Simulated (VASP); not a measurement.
# AlNi (P4/mmm) in VASP: single point with r2SCAN

Aim: the single point of AlNi with r2SCAN.

Program: VASP 6.6.1. These are calculated values, not measurements. Logs are shortened: lines on timing, memory, paths and dates and some standing lists are left out, and cuts for length are marked.

**1. The cell of the first run**

It takes space group P4/mmm (No. 123, tetragonal). Conventional cell: a = 2.857 Å, b = 2.857 Å, c = 2.847 Å, α = 90.00°, β = 90.00°, γ = 90.00°. Al (site symmetry 4/mmm) has 8 Ni at 2.47 Å and 6 Al at 2.85 to 2.86 Å within 3.3 Å. Ni (site symmetry 4/mmm) has 8 Al at 2.47 Å and 6 Ni at 2.85 to 2.86 Å within 3.3 Å.

**2. Single point, r2SCAN, collinear spin, ferromagnetic start**

The input, POSCAR:

```
AlNi
1.0
    2.0202564986     -2.0202574826      0.0000000000
    2.0202564986      2.0202574826      0.0000000000
    0.0000000000      0.0000000000      2.8465266377
Al Ni
1 1
Direct
    0.0000000000      0.0000000000      0.0000000000
    0.5000000000      0.5000000000      0.5000000000
```

The input, INCAR.step1:

```
  PREC = Accurate
  ENCUT = 660
  ISMEAR = -1
  SIGMA = 0.15
  LREAL = F
  LASPH = T
  NELM = 200
  ISPIN = 2
  MAGMOM = 0 2
  LMAXMIX = 4
  NBANDS = 18
  GGA = PE
  ALGO = Normal
  EDIFF = 1E-5
  LWAVE = T
  LCHARG = F
  GGA_COMPAT = F
```

The input, INCAR.step2:

```
  PREC = Accurate
  ENCUT = 660
  EDIFF = 1E-6
  ISMEAR = -1
  SIGMA = 0.15
  LREAL = F
  LASPH = T
  NELM = 200
  ALGO = Normal
  ISIF = 2
  LWAVE = F
  LCHARG = T
  ISPIN = 2
  MAGMOM = 0 2
  LORBIT = 11
  LMAXMIX = 4
  METAGGA = R2SCAN
  LMIXTAU = T
  LELF = T
  LVHAR = T
  NBANDS = 18
  ISTART = 1
  GGA_COMPAT = F
```

The input, KPOINTS:

```
Automatic mesh
0
Gamma
  11 11 10
```

Potentials or basis: VASP PAW PBE potentials, release 64 (Al, Ni).

Launch:

```sh
cat potpaw_PBE.64/Al/POTCAR potpaw_PBE.64/Ni/POTCAR > POTCAR
cp INCAR.step1 INCAR
mpirun -np 1 vasp_std > vasp.out
cp INCAR.step2 INCAR
mpirun -np 1 vasp_std > vasp.out
```

OUTCAR:

```text
PREC = Accurate
   ENCUT = 660
   EDIFF = 1E-6
   ISMEAR = -1
   LREAL = F
   LASPH = T
   NELM = 200
   ISIF = 2
   ISPIN = 2
   LORBIT = 11
   METAGGA = R2SCAN
   ISTART = 1

 ion  position               nearest neighbor table
   1  0.000  0.000  0.000-   2 2.47   2 2.47   2 2.47   2 2.47   2 2.47   2 2.47   2 2.47   2 2.47

   2  0.500  0.500  0.500-   1 2.47   1 2.47   1 2.47   1 2.47   1 2.47   1 2.47   1 2.47   1 2.47

  LATTYP: Found a simple tetragonal cell.
 ALAT       =     2.8570748356
 C/A-ratio  =     0.9963080428

  Lattice vectors:

 A1 = (   2.0202564986,  -2.0202574826,   0.0000000000)
 A2 = (   2.0202564986,   2.0202574826,   0.0000000000)
 A3 = (   0.0000000000,   0.0000000000,   2.8465266377)

Analysis of symmetry for initial positions (statically):
=====================================================================
 Subroutine PRICEL returns:
 Original cell was already a primitive cell.

 Routine SETGRP: Setting up the symmetry group for a
 simple tetragonal supercell.

 Subroutine GETGRP returns: Found 16 space group operations
 (whereof 16 operations were pure point group operations)
 out of a pool of 16 trial point group operations.

The static configuration has the point symmetry D_4h.

Analysis of symmetry for dynamics (positions and initial velocities):
=====================================================================
 Subroutine PRICEL returns:
 Original cell was already a primitive cell.

 Routine SETGRP: Setting up the symmetry group for a
 simple tetragonal supercell.

 Subroutine GETGRP returns: Found 16 space group operations
 (whereof 16 operations were pure point group operations)
 out of a pool of 16 trial point group operations.

The dynamic configuration has the point symmetry D_4h.

Analysis of structural, dynamic, and magnetic symmetry:
=====================================================================
 Subroutine PRICEL returns:
 Original cell was already a primitive cell.

 Routine SETGRP: Setting up the symmetry group for a
 simple tetragonal supercell.

 Subroutine GETGRP returns: Found 16 space group operations
 (whereof 16 operations were pure point group operations)
 out of a pool of 16 trial point group operations.

The overall configuration has the point symmetry D_4h.

 Subroutine INISYM returns: Found 16 space group operations
 (whereof 16 operations are pure point group operations),
[... 115 lines left out ...]
     AMIX     =   0.40;   BMIX     =  1.00
     AMIX_MAG =   1.60;   BMIX_MAG =  1.00
  volume/ion in A,a.u.               =      11.62        78.40
  Fermi-wavevector in a.u.,A,eV,Ry     =   1.348973  2.549189 24.758889  1.819727
  Thomas-Fermi vector in A             =   2.476598
   LORBIT       =     11    0 simple, 1 ext, 2 COOP (PROOUT), +10 PAW based schemes
   METAGGA = R2SCAN    functional components
   LHFCALC =     F    Hartree Fock is set to
   AEXX    =    0.0000 exact exchange contribution
   IVDW    =     0    specifies the selected vdW correction
   LEPSILON=     F    determine dielectric tensor
   LRPA    =     F    only Hartree local field effects (RPA)
 spin polarized calculation
  energy-cutoff  :      660.00
  volume of cell :       23.24
 maximum number of plane-waves:       914
 NGX is ok and might be reduce to    24
   NGX = 11   NGY = 11   NGZ = 11

 number of electron      13.0000007 magnetization      -0.0000001

 number of electron      13.0000007 magnetization       0.0000006

 Free energy of the ion-electron system (eV)
  ---------------------------------------------------
  ext. energy  EPLUGINS =         0.00000000
  ---------------------------------------------------
  free energy    TOTEN  =       -20.09887386 eV

  energy without entropy =      -20.03965988  energy(sigma->0) =      -20.06926687

 E-fermi :  10.2826     XC(G=0): -13.1660

 val. band max:       10.2555062473   @ k =   0.3636   0.1818   0.4000
 cond. band min:      10.2861787326   @ k =   0.3636   0.2727   0.1000
 fundamental gap:      0.0306724853
 Fermi energy:        10.2826333887

 spin component 1

 k-point     1 :       0.0000    0.0000    0.0000
  band No.  band energies     occupation
      1      -1.6623      1.00000
      2       6.7706      1.00000
      3       6.7744      1.00000
      4       8.5878      0.99999
      5       8.5956      0.99999
      6       8.5956      0.99999
[... 493 lines left out ...]
     17      33.8678      0.00000
     18      36.3745      0.00000

 [... further k-points ...]

 spin component 2

 k-point     1 :       0.0000    0.0000    0.0000
  band No.  band energies     occupation
      1      -1.6623      1.00000
      2       6.7706      1.00000
      3       6.7744      1.00000
      4       8.5878      0.99999
      5       8.5956      0.99999
      6       8.5956      0.99999
[... 493 lines left out ...]
     17      33.8678      0.00000
     18      36.3745      0.00000

 [... further k-points ...]

------------------------ aborting loop because EDIFF is reached ----------------------------------------

  FORCE on cell =-STRESS in cart. coord.  units (eV):
  Direction    XX          YY          ZZ          XY          YZ          ZX
  --------------------------------------------------------------------------------------
  -------------------------------------------------------------------------------------
  Total        0.2509378      0.2509380      0.2506362      0.0000000     -0.0000000     -0.0000000
  in kB       17.3028684     17.3028853     17.2820746      0.0000000     -0.0000000     -0.0000000
  external PRESSURE =      17.2959428 kB  Pullay stress =       0.0000000 kB

 VOLUME and BASIS-vectors are now :
 -----------------------------------------------------------------------------
  energy-cutoff  :      660.00
  volume of cell :       23.24
      direct lattice vectors                 reciprocal lattice vectors
     2.020256499 -2.020257483  0.000000000     0.247493326 -0.247493205  0.000000000
     2.020256499  2.020257483  0.000000000     0.247493326  0.247493205  0.000000000
     0.000000000  0.000000000  2.846526638     0.000000000  0.000000000  0.351305337

 POSITION                                       TOTAL-FORCE (eV/Angst)
 -----------------------------------------------------------------------------------
      0.00000      0.00000      0.00000        -0.000000      0.000000      0.000000
      2.02026      0.00000      1.42326         0.000000      0.000000      0.000000
 -----------------------------------------------------------------------------------
    total drift:                                0.000000     -0.000000     -0.000000

  FREE ENERGIE OF THE ION-ELECTRON SYSTEM (eV)
  ---------------------------------------------------
  free  energy   TOTEN  =       -20.0988738599 eV

  energy  without entropy=      -20.0396598764  energy(sigma->0) =      -20.06926687

 total charge

# of ion       s       p       d       tot
------------------------------------------
    1        0.384   0.439   0.000   0.823
    2        0.499   0.568   8.496   9.562
--------------------------------------------------
tot          0.883   1.007   8.496  10.386

 magnetization (x)

# of ion       s       p       d       tot
------------------------------------------
    1        0.000   0.000   0.000   0.000
    2       -0.000  -0.000  -0.000  -0.000
--------------------------------------------------
tot         -0.000   0.000  -0.000  -0.000
```

OUTCAR.step1:

```text
PREC = Accurate
   ENCUT = 660
   ISMEAR = -1
   LREAL = F
   LASPH = T
   NELM = 200
[... 1252 lines left out ...]
 -----------------------------------------------------------------------------------
      0.00000      0.00000      0.00000        -0.000000     -0.000000      0.000000
      2.02026      0.00000      1.42326         0.000000      0.000000      0.000000
 -----------------------------------------------------------------------------------
    total drift:                                0.000000     -0.000000     -0.000000

  FREE ENERGIE OF THE ION-ELECTRON SYSTEM (eV)
  ---------------------------------------------------
  free  energy   TOTEN  =       -10.5488011069 eV

  energy  without entropy=      -10.4882523863  energy(sigma->0) =      -10.51852675
```

Run time: 2 min. Hardware: 1 thread of Intel Xeon 6975P-C (Granite Rapids), shared host; peak memory 0.23 GiB.

What came out:

- Free energy: -20.0989 eV
- Pressure: 1.7 GPa
- Net moment: 0.00 μB per cell
- Valence electrons inside the program's atomic spheres: Al 0.82; Ni 9.56

Caveat: the moments typed at the start vanished in this run; the PAW data sets were made with another functional, which shifts forces and pressure a little.
